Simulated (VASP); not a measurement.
Here is a VASP 6.6.1 calculation.

Contents of INCAR:

```
SYSTEM = GdN
ALGO     = Normal         ! electronic algorithm
EDIFF    = 1E-6           ! SCF threshold, eV
ENCUT    = 600            ! plane-wave cutoff, eV
GGA      = CA             ! functional
GGA_COMPAT= .FALSE.      
ISIF     = 2              ! what is computed and relaxed
ISMEAR   = 0              ! smearing method
LASPH    = .TRUE.         ! aspherical terms in the spheres
LCHARG   = .FALSE.        ! write CHGCAR
LDAU     = .TRUE.         ! DFT+U
LDAUJ    = 0 0          
LDAUL    = 3 -1           ! shell
LDAUPRINT= 1            
LDAUTYPE = 2            
LDAUU    = 8 0            ! U, eV
LMAXMIX  = 6              ! l up to which the mixer works
LREAL    = .FALSE.        ! projectors in reciprocal space
LWAVE    = .FALSE.        ! write WAVECAR
NBANDS   = 18             ! bands
NELM     = 200            ! most SCF steps
PREC     = Accurate       ! precision mode
SIGMA    = 0.05           ! smearing width, eV
```

Contents of KPOINTS:

```
k-points
0
G
  6 6 6
  0 0 0
```

The input POSCAR:

```
GdN
1.0
    0.0000000000      2.7293320800      2.7293320800
    2.7293320800      0.0000000000      2.7293320800
    2.7293320800      2.7293320800      0.0000000000
Gd N
1 1
Direct
    0.0000000000      0.0000000000      0.0000000000
    0.2500000000      0.2500000000      0.2500000000
```

Potentials or basis: VASP PAW PBE potentials, release 64 (Gd, N).

Launch:

```console
$ cat potpaw_PBE.64/Gd/POTCAR potpaw_PBE.64/N/POTCAR > POTCAR
$ mpirun -np 1 vasp_std > vasp.out
```

Question: Predict the pressure.

Answer: -8.6 GPa.

Eigenvalues of the final occupation matrices:
```
    site  spin  trace                         eigenvalues
site 1 f     1   3.66  0.00 0.00 0.00 0.70 0.98 0.98 0.98
site 1 f     2   3.66  0.00 0.00 0.00 0.70 0.98 0.98 0.98
```

Caveat: the PAW data sets were made with another functional, which shifts forces and pressure a little; spin-orbit coupling is left out, which moves the levels of the heavy elements; the run has no spin polarisation, though such a crystal can be magnetic; U without spin polarisation on a metal has little footing. Spin polarisation is off, so any magnetic state and its effect on volume and gap are missing.
